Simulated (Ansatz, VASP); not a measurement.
## SrCl2: VASP beside Ansatz

```
Sr Cl
1.0
     0.00000    3.48550    3.34608
     3.48550    0.00000    3.34608
     3.48550    3.48550    0.00000
Sr Cl
1 2
Direct
  0.00000 0.00000 0.00000
  0.25000 0.25000 0.25000
  0.75000 0.75000 0.75000
```

Change from the starting cell: strain +0.000 along x and y, -0.040 along z, atoms carried along.

Alike in both runs: task single point; functional PBE; k mesh 6 × 6 × 6; occupations gaussian, width 0.05 eV; no spin polarisation.

|  | VASP | Ansatz |
| --- | --- | --- |
| version | VASP 6.6.1 | Ansatz 0.2.0 |
| potentials or method | VASP PAW PBE potentials, release 64 (Sr_sv, Cl), cutoff 520 eV | scalar-relativistic, plane waves, PAW |
| valence electrons in the cell | 24 | 24 |

|  | VASP | Ansatz | Ansatz less VASP |
| --- | --- | --- | --- |
| gap on the k mesh at the Fermi level (eV) | 5.26 | 5.27 | +0.006 |
| least direct gap on the mesh (eV) | 5.29 | 5.29 | +0.002 |
| pressure (GPa) | 2.9 | 2.8 | -0.11 |
| traceless stress, the component that is largest in VASP (GPa) | 1.53 | 1.54 | +0.010 |

The functional is the same, so the differences come from potentials, cutoffs and numerics.
